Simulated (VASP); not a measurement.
# SiO2 (P4_2/mnm) in VASP: notebook

The runs below take SiO2 through single point, with LDA.

Program: VASP 6.6.1. These are calculated values, not measurements. Logs are shortened: lines on timing, memory, paths and dates and some standing lists are left out, and cuts for length are marked.

### Step 1. The cell of the first run

It takes space group P4_2/mnm (No. 136, tetragonal). The conventional cell has a = 4.080 Å, b = 4.080 Å, c = 2.470 Å, α = 90.00°, β = 90.00°, γ = 90.00°. Within 2.2 Å of Si (site symmetry mmm) lie 6 O at 1.67 to 1.76 Å. O (site symmetry m2m) has 3 Si at 1.67 to 1.76 Å within 2.2 Å.

### Step 2. Single point, LDA

INCAR reads:

```
SYSTEM = SiO2
  PREC = Accurate
  ENCUT = 520
  EDIFF = 1E-6
  ISMEAR = 0
  SIGMA = 0.05
  LREAL = .False.
  LASPH = .True.
  NELM = 60
  ALGO = Normal
  ISIF = 2
  LWAVE = .False.
  LCHARG = .False.
  NBANDS = 25
```

KPOINTS reads:

```
regular mesh
0
Gamma
  6 6 8
  0 0 0
```

POSCAR reads:

```
SiO2
1.0
    4.0804000000      0.0000000000      0.0000000000
    0.0000000000      4.0804000000      0.0000000000
    0.0000000000      0.0000000000      2.4697000000
Si O
2 4
Direct
    0.5000000000      0.5000000000      0.5000000000
    0.0000000000      0.0000000000      0.0000000000
    0.6944252994      0.6944252994      0.0000000000
    0.1944252994      0.8055747006      0.5000000000
    0.3055747006      0.3055747006      0.0000000000
    0.8055747006      0.1944252994      0.5000000000
```

Potentials or basis: VASP PAW LDA potentials, release 64 (Si, O).

Command:

```bash
$ cat potpaw_LDA.64/Si/POTCAR potpaw_LDA.64/O/POTCAR > POTCAR
$ mpirun -np 1 vasp_std > vasp.out
```

OUTCAR:

```text
SYSTEM = SiO2
   PREC = Accurate
   ENCUT = 520
   EDIFF = 1E-6
   ISMEAR = 0
   LREAL = .False.
   LASPH = .True.
   NELM = 60
   ISIF = 2

 ion  position               nearest neighbor table
   1  0.500  0.500  0.500-   3 1.67   5 1.67   3 1.67   5 1.67   4 1.76   6 1.76   2 3.14   2 3.14
                             2 3.14   2 3.14   2 3.14   2 3.14   2 3.14   2 3.14
   2  0.000  0.000  0.000-   4 1.67   6 1.67   4 1.67   6 1.67   5 1.76   3 1.76   1 3.14   1 3.14
                             1 3.14   1 3.14   1 3.14   1 3.14   1 3.14   1 3.14
   3  0.694  0.694  0.000-   1 1.67   1 1.67   2 1.76
   4  0.194  0.806  0.500-   2 1.67   2 1.67   1 1.76
   5  0.306  0.306  0.000-   1 1.67   1 1.67   2 1.76
   6  0.806  0.194  0.500-   2 1.67   2 1.67   1 1.76

  LATTYP: Found a simple tetragonal cell.
 ALAT       =     4.0804000000
 C/A-ratio  =     0.6052592883

  Lattice vectors:

 A1 = (   4.0804000000,   0.0000000000,   0.0000000000)
 A2 = (   0.0000000000,   4.0804000000,   0.0000000000)
 A3 = (   0.0000000000,   0.0000000000,   2.4697000000)

Analysis of symmetry for initial positions (statically):
=====================================================================
 Subroutine PRICEL returns:
 Original cell was already a primitive cell.

 Routine SETGRP: Setting up the symmetry group for a
 simple tetragonal supercell.

 Subroutine GETGRP returns: Found 16 space group operations
 (whereof  8 operations were pure point group operations)
 out of a pool of 16 trial point group operations.

The static configuration has the point symmetry D_2h.
 The point group associated with its full space group is D_4h.

Analysis of symmetry for dynamics (positions and initial velocities):
=====================================================================
 Subroutine PRICEL returns:
 Original cell was already a primitive cell.

 Routine SETGRP: Setting up the symmetry group for a
 simple tetragonal supercell.

 Subroutine GETGRP returns: Found 16 space group operations
 (whereof  8 operations were pure point group operations)
 out of a pool of 16 trial point group operations.

The dynamic configuration has the point symmetry D_2h.
 The point group associated with its full space group is D_4h.

 Subroutine INISYM returns: Found 16 space group operations
 (whereof  8 operations are pure point group operations),
 and found     1 'primitive' translations

----------------------------------------------------------------------------------------

                                     Primitive cell

  volume of cell :      41.1197

  direct lattice vectors                    reciprocal lattice vectors
     4.080400000  0.000000000  0.000000000     0.245074012  0.000000000  0.000000000
     0.000000000  4.080400000  0.000000000     0.000000000  0.245074012  0.000000000
     0.000000000  0.000000000  2.469700000     0.000000000  0.000000000  0.404907479

  length of vectors
     4.080400000  4.080400000  2.469700000     0.245074012  0.245074012  0.404907479

  position of ions in fractional coordinates (direct lattice)
     0.500000000  0.500000000  0.500000000
     0.000000000  0.000000000  0.000000000
     0.694425299  0.694425299  0.000000000
     0.194425299  0.805574701  0.500000000
     0.305574701  0.305574701  0.000000000
     0.805574701  0.194425299  0.500000000

  ion indices of the primitive-cell ions
   primitive index   ion index
                 1           1
                 2           2
                 3           3
                 4           4
                 5           5
                 6           6

----------------------------------------------------------------------------------------

 KPOINTS: regular mesh

Automatic generation of k-mesh.
 Grid dimensions read from file:
 generate k-points for:    6    6    8

 Generating k-lattice:

  Cartesian coordinates                     Fractional coordinates (reciprocal lattice)
     0.040845669  0.000000000  0.000000000     0.166666667  0.000000000  0.000000000
     0.000000000  0.040845669  0.000000000     0.000000000  0.166666667  0.000000000
     0.000000000  0.000000000  0.050613435     0.000000000  0.000000000  0.125000000

  Length of vectors
     0.040845669  0.040845669  0.050613435

  Shift w.r.t. Gamma in fractional coordinates (k-lattice)
     0.000000000  0.000000000  0.000000000

 Subroutine IBZKPT returns following result:
 ===========================================

 Found     50 irreducible k-points:

 Following reciprocal coordinates:
            Coordinates               Weight
  0.000000  0.000000  0.000000      1.000000
  0.166667  0.000000  0.000000      4.000000
  0.333333  0.000000  0.000000      4.000000
  0.500000  0.000000  0.000000      2.000000
  0.166667  0.166667  0.000000      4.000000
  0.333333  0.166667  0.000000      8.000000
[... 16 lines left out ...]
  0.333333  0.000000  0.250000      8.000000
  0.500000  0.000000  0.250000      4.000000
 [... further k-points ...]
   k-points           NKPTS =     50   k-points in BZ     NKDIM =     50   number of bands    NBANDS=     25
   number of dos      NEDOS =    301   number of ions     NIONS =      6
   total plane-waves  NPLWV =  16200
   dimension x,y,z NGX =    30 NGY =   30 NGZ =   18
   dimension x,y,z NGXF=    60 NGYF=   60 NGZF=   36
   ions per type =               2   4
   NGX,Y,Z   is equivalent  to a cutoff of  12.22, 12.22, 12.12 a.u.
   NGXF,Y,Z  is equivalent  to a cutoff of  24.45, 24.45, 24.23 a.u.
 SYSTEM =  SiO2
   PREC   = accura    normal or accurate (medium, high low for compatibility)
   ISTART =      0    job   : 0-new  1-cont  2-samecut
   ICHARG =      2    charge: 1-file 2-atom 10-const
   ISPIN  =      1    spin polarized calculation?
   LNONCOLLINEAR =      F non collinear calculations
   LSORBIT =      F    spin-orbit coupling
   LASPH  =      T    aspherical Exc in radial PAW
   ENCUT  =  520.0 eV  38.22 Ry    6.18 a.u.   7.59  7.59  4.59*2*pi/ulx,y,z
   NELM   =     60;   NELMIN=  2; NELMDL= -5     # of ELM steps
   EDIFF  = 0.1E-05   stopping-criterion for ELM
   LREAL  =      F    real-space projection
   EDIFFG = 0.1E-04   stopping-criterion for IOM
   NSW    =      0    number of steps for IOM
   IBRION =     -1    ionic relax: 0-MD 1-quasi-New 2-CG
   NFREE  =      0    steps in history (QN), initial steepest desc. (CG)
   ISIF   =      2    stress and relaxation
   ISYM   =      2    0-nonsym 1-usesym 2-fastsym
   POTIM  = 0.5000    time-step for ionic-motion
   TEBEG  =    0.0;   TEEND  =   0.0 temperature during run
   PSTRESS=    0.0 pullay stress
   NELECT =      32.0000    total number of electrons
   NUPDOWN=      -1.0000    fix difference up-down
   EMIN   =  10.00;   EMAX   =-10.00  energy-range for DOS
   EFERMI =   0.00;   METHOD = LEGACY
   ISMEAR =     0;   SIGMA  =   0.05  broadening in eV -4-tet -1-fermi 0-gaus
   EFERMI_NEDOS =   21; number of points for ismear=-14 and -15
   IALGO  =     38    algorithm
   IMIX   =      4    mixing-type and parameters
     AMIX     =   0.40;   BMIX     =  1.00
     AMIX_MAG =   1.60;   BMIX_MAG =  1.00
  volume/ion in A,a.u.               =       6.85        46.25
  Fermi-wavevector in a.u.,A,eV,Ry     =   1.505826  2.845599 30.851393  2.267513
  Thomas-Fermi vector in A             =   2.616624
   LORBIT       =      0    0 simple, 1 ext, 2 COOP (PROOUT), +10 PAW based schemes
   GGA     = CA    functional components
   LHFCALC =     F    Hartree Fock is set to
   AEXX    =    0.0000 exact exchange contribution
   IVDW    =     0    specifies the selected vdW correction
   LEPSILON=     F    determine dielectric tensor
   LRPA    =     F    only Hartree local field effects (RPA)
 non-spin polarized calculation
 Gauss-broadening in eV      SIGMA  =   0.05
  energy-cutoff  :      520.00
  volume of cell :       41.12
 maximum number of plane-waves:      1132
   NGX = 15   NGY = 15   NGZ =  9

 number of electron      32.0000013 magnetization

 Free energy of the ion-electron system (eV)
  ---------------------------------------------------
  ext. energy  EPLUGINS =         0.00000000
  ---------------------------------------------------
  free energy    TOTEN  =       -50.99125362 eV

  energy without entropy =      -50.99125362  energy(sigma->0) =      -50.99125362

 E-fermi :  10.1117     XC(G=0): -13.3614

 val. band max:        9.8180514489   @ k =   0.0000   0.0000   0.0000
 cond. band min:      17.6151938621   @ k =   0.0000   0.0000   0.0000
 fundamental gap:      7.7971424131
 Fermi energy:        10.1116906284

 k-point     1 :       0.0000    0.0000    0.0000
  band No.  band energies     occupation
      1     -14.0004      2.00000
      2      -9.7294      2.00000
      3      -9.7294      2.00000
      4      -9.5633      2.00000
      5      -1.8435      2.00000
      6       2.2875      2.00000
[... 17 lines left out ...]
     24      25.1863      0.00000
     25      26.4967      0.00000

 k-point     2 :       0.1667    0.0000    0.0000
  band No.  band energies     occupation
      1     -13.8382      2.00000
      2     -10.5941      2.00000
      3      -9.6392      2.00000
      4      -9.0406      2.00000
      5      -1.7375      2.00000
      6       1.5266      2.00000
[... 17 lines left out ...]
     24      24.4014      0.00000
     25      26.3516      0.00000

 k-point     3 :       0.3333    0.0000    0.0000
  band No.  band energies     occupation
      1     -13.3626      2.00000
      2     -11.6441      2.00000
      3      -9.3961      2.00000
      4      -8.8983      2.00000
      5      -1.3625      2.00000
      6       0.3611      2.00000
[... 552 lines left out ...]
 k-point    23 :       0.3333    0.0000    0.2500
  band No.  band energies     occupation
      1     -12.4003      2.00000
      2     -10.8740      2.00000
      3      -8.9416      2.00000
      4      -8.6829      2.00000
      5      -0.5785      2.00000
      6       0.9528      2.00000
[... 17 lines left out ...]
     24      24.3212      0.00000
     25      24.3960      0.00000

 k-point    24 :       0.5000    0.0000    0.2500
  band No.  band energies     occupation
      1     -11.7190      2.00000
      2     -11.7190      2.00000
      3      -8.7654      2.00000
      4      -8.7654      2.00000
      5       0.1589      2.00000
      6       0.1589      2.00000
[... 17 lines left out ...]
     24      23.9297      0.00000
     25      24.6351      0.00000

 [... further k-points ...]
[... 5 lines left out ...]
  --------------------------------------------------------------------------------------
  -------------------------------------------------------------------------------------
  Total        9.4217742      9.4217742     21.8406367      0.0000000      0.0000000      0.0000000
  in kB      367.1077848    367.1077848    850.9934095      0.0000000      0.0000000      0.0000000
  external PRESSURE =     528.4029930 kB  Pullay stress =       0.0000000 kB

 VOLUME and BASIS-vectors are now :
 -----------------------------------------------------------------------------
  energy-cutoff  :      520.00
  volume of cell :       41.12
      direct lattice vectors                 reciprocal lattice vectors
     4.080400000  0.000000000  0.000000000     0.245074012  0.000000000  0.000000000
     0.000000000  4.080400000  0.000000000     0.000000000  0.245074012  0.000000000
     0.000000000  0.000000000  2.469700000     0.000000000  0.000000000  0.404907479

 POSITION                                       TOTAL-FORCE (eV/Angst)
 -----------------------------------------------------------------------------------
      2.04020      2.04020      1.23485         0.000000     -0.000000      0.000000
      0.00000      0.00000      0.00000         0.000000     -0.000000      0.000000
      2.83353      2.83353      0.00000         0.608414      0.608414     -0.000000
      0.79333      3.28707      1.23485         0.608414     -0.608414      0.000000
      1.24687      1.24687      0.00000        -0.608414     -0.608414      0.000000
      3.28707      0.79333      1.23485        -0.608414      0.608414     -0.000000
 -----------------------------------------------------------------------------------
    total drift:                               -0.000000      0.000000      0.000000

  FREE ENERGIE OF THE ION-ELECTRON SYSTEM (eV)
  ---------------------------------------------------
  free  energy   TOTEN  =       -50.9912536191 eV

  energy  without entropy=      -50.9912536191  energy(sigma->0) =      -50.99125362
```

Run time: 16 s. Hardware: 1 thread of Intel Xeon Platinum 8559C (Emerald Rapids), shared host; peak memory 0.14 GiB.

What came out:

| Quantity | Value |
| --- | --- |
| Free energy | -50.9913 eV |
| Pressure | 52.8 GPa |
| Largest force | 0.860 eV/Å |
| Band gap on the k mesh | 7.80 eV, direct |

Forces on the atoms (eV/Å):
```
Si   0.000  0.000  0.000
Si   0.000  0.000  0.000
O    0.608  0.608  0.000
O    0.608 -0.608  0.000
O   -0.608 -0.608  0.000
O   -0.608  0.608  0.000
```

A k mesh can miss the band edges.

### Step 3. Single point, LDA

This run uses another cell than the first one, of 6.90 Å³/atom, 1.007 times its volume.

INCAR reads:

```
SYSTEM = SiO2
PREC     = Accurate       ! precision mode
ENCUT    = 520            ! plane-wave cutoff, eV
EDIFF    = 1E-7           ! SCF threshold, eV
ISMEAR   = 0              ! smearing method
SIGMA    = 0.05           ! smearing width, eV
LREAL    = .False.        ! projectors in reciprocal space
LASPH    = .True.         ! aspherical terms in the spheres
NELM     = 60             ! most SCF steps
ALGO     = Normal         ! electronic algorithm
ISIF     = 2              ! what is computed and relaxed
LWAVE    = .False.        ! write WAVECAR
LCHARG   = .False.        ! write CHGCAR
GGA      = CA             ! functional
NBANDS   = 25             ! bands
```

KPOINTS reads:

```
Automatic mesh
0
Gamma
  6 6 8
  0 0 0
```

Changes to POSCAR since step 2:

```diff
@@ -2,5 +2,5 @@
 1.0
-    4.0804000000      0.0000000000      0.0000000000
-    0.0000000000      4.0804000000      0.0000000000
-    0.0000000000      0.0000000000      2.4697000000
+    4.2050000000      0.0000000000      0.0000000000
+    0.0000000000      4.2050000000      0.0000000000
+    0.0000000000      0.0000000000      2.3420000000
 Si O
```

Potentials or basis: VASP PAW LDA potentials, release 64 (Si, O).

Command:

```bash
$ cat potpaw_LDA.64/Si/POTCAR potpaw_LDA.64/O/POTCAR > POTCAR
$ mpirun -np 1 vasp_std > vasp.out
```

Run time: 16 s. Hardware: 1 thread of Intel Xeon Platinum 8559C (Emerald Rapids), shared host; peak memory 0.15 GiB.

It converged, with:

```
Free energy            : -49.9636 eV
Pressure               : 58.5 GPa
Largest force          : 0.635 eV/Å
Band gap on the k mesh : 7.68 eV, direct
```

Forces on the atoms (eV/Å):
```
Si   0.000  0.000  0.000
Si   0.000  0.000  0.000
O    0.449  0.449  0.000
O    0.449 -0.449  0.000
O   -0.449 -0.449  0.000
O   -0.449  0.449  0.000
```

Stress tensor (GPa, compression positive):
```
 21.45   0.00   0.00
  0.00  21.45   0.00
  0.00   0.00 132.72
```

Levels at points of the mesh, in eV from the valence-band top:
| k point | band 13 | band 14 | band 15 | band 16 | band 17 | band 18 | band 19 | band 20 |
| --- | --- | --- | --- | --- | --- | --- | --- | --- |
| (0.00, 0.00, 0.00) | -1.46 | -1.04 | -1.04 | 0.00 | 7.68 | 9.54 | 11.16 | 11.28 |
| (0.50, 0.00, 0.00) | -1.81 | -1.81 | -1.30 | -1.30 | 9.62 | 9.62 | 11.34 | 11.34 |
| (0.50, 0.50, 0.00) | -2.57 | -2.57 | -2.30 | -2.30 | 9.86 | 9.86 | 11.53 | 11.53 |
| (0.00, 0.00, 0.50) | -3.01 | -3.01 | -2.94 | -2.94 | 10.34 | 10.34 | 12.96 | 12.96 |
| (0.50, 0.00, 0.50) | -2.64 | -2.64 | -1.85 | -1.85 | 9.51 | 9.51 | 9.95 | 9.95 |
| (0.50, 0.50, 0.50) | -2.12 | -2.12 | -1.62 | -1.62 | 8.06 | 8.06 | 11.35 | 11.35 |

A k mesh can miss the band edges. Expect the measured gap to be larger: semilocal functionals such as LDA lack the derivative discontinuity.

### Step 4. Single point, LDA

This run uses another cell than the first one, of the same volume but with other edges.

INCAR reads:

```
SYSTEM = SiO2
PREC     = Accurate       ! precision mode
ENCUT    = 520            ! plane-wave cutoff, eV
EDIFF    = 1E-6           ! SCF threshold, eV
ISMEAR   = 0              ! smearing method
SIGMA    = 0.05           ! smearing width, eV
LREAL    = .FALSE.        ! projectors in reciprocal space
LASPH    = .TRUE.         ! aspherical terms in the spheres
NELM     = 80             ! most SCF steps
ALGO     = Normal         ! electronic algorithm
ISIF     = 2              ! what is computed and relaxed
LWAVE    = .FALSE.        ! write WAVECAR
LCHARG   = .TRUE.         ! write CHGCAR
GGA      = CA             ! functional
LELF     = .TRUE.         ! ELF
LVHAR    = .TRUE.       
NBANDS   = 25             ! bands
```

KPOINTS reads:

```
regular mesh
0
G
  6 6 8
  0 0 0
```

Changes to POSCAR since step 3:

```diff
@@ -2,5 +2,5 @@
 1.0
-    4.2050000000      0.0000000000      0.0000000000
-    0.0000000000      4.2050000000      0.0000000000
-    0.0000000000      0.0000000000      2.3420000000
+    4.0305000000      0.0000000000      0.0000000000
+    0.0000000000      4.0305000000      0.0000000000
+    0.0000000000      0.0000000000      2.5336000000
 Si O
```

Command:

```bash
$ cat potpaw_LDA.64/Si/POTCAR potpaw_LDA.64/O/POTCAR > POTCAR
$ mpirun -np 1 vasp_std > vasp.out
```

It took 20 s on 1 thread of Intel Xeon Platinum 8559C (Emerald Rapids), shared host; peak memory 0.15 GiB.

It converged, with:

* Free energy: -51.2315 eV
* Pressure: 49.3 GPa
* Largest force: 0.864 eV/Å
* Band gap on the k mesh: 7.09 eV, direct

Forces in eV/Å, atoms in the order of the input:
```
Si   0.000  0.000  0.000
Si   0.000  0.000  0.000
O    0.611  0.611  0.000
O    0.611 -0.611  0.000
O   -0.611 -0.611  0.000
O   -0.611  0.611  0.000
```

Stress tensor (GPa, compression positive):
```
41.93  0.00  0.00
 0.00 41.93  0.00
 0.00  0.00 64.17
```

Levels at points of the mesh, in eV from the valence-band top:
| k point | band 12 | band 13 | band 14 | band 15 | band 16 | band 17 | band 18 | band 19 | band 20 | band 21 |
| --- | --- | --- | --- | --- | --- | --- | --- | --- | --- | --- |
| (0.00, 0.00, 0.00) | -3.46 | -2.57 | -0.99 | -0.99 | 0.00 | 7.09 | 8.02 | 9.63 | 9.63 | 11.07 |
| (0.50, 0.00, 0.00) | -4.55 | -2.91 | -2.91 | -1.23 | -1.23 | 9.21 | 9.21 | 10.24 | 10.24 | 11.53 |
| (0.50, 0.50, 0.00) | -3.61 | -2.96 | -2.96 | -2.83 | -2.83 | 8.86 | 8.86 | 11.20 | 11.20 | 13.83 |
| (0.00, 0.00, 0.50) | -5.20 | -3.75 | -3.75 | -3.20 | -3.20 | 10.51 | 10.51 | 13.72 | 13.72 | 13.91 |
| (0.50, 0.00, 0.50) | -4.66 | -2.67 | -2.67 | -2.13 | -2.13 | 9.70 | 9.70 | 10.96 | 10.96 | 12.58 |
| (0.50, 0.50, 0.50) | -5.02 | -2.07 | -2.07 | -1.87 | -1.87 | 8.55 | 8.55 | 11.59 | 11.59 | 11.84 |

(Part 1 of 2 ends here.)
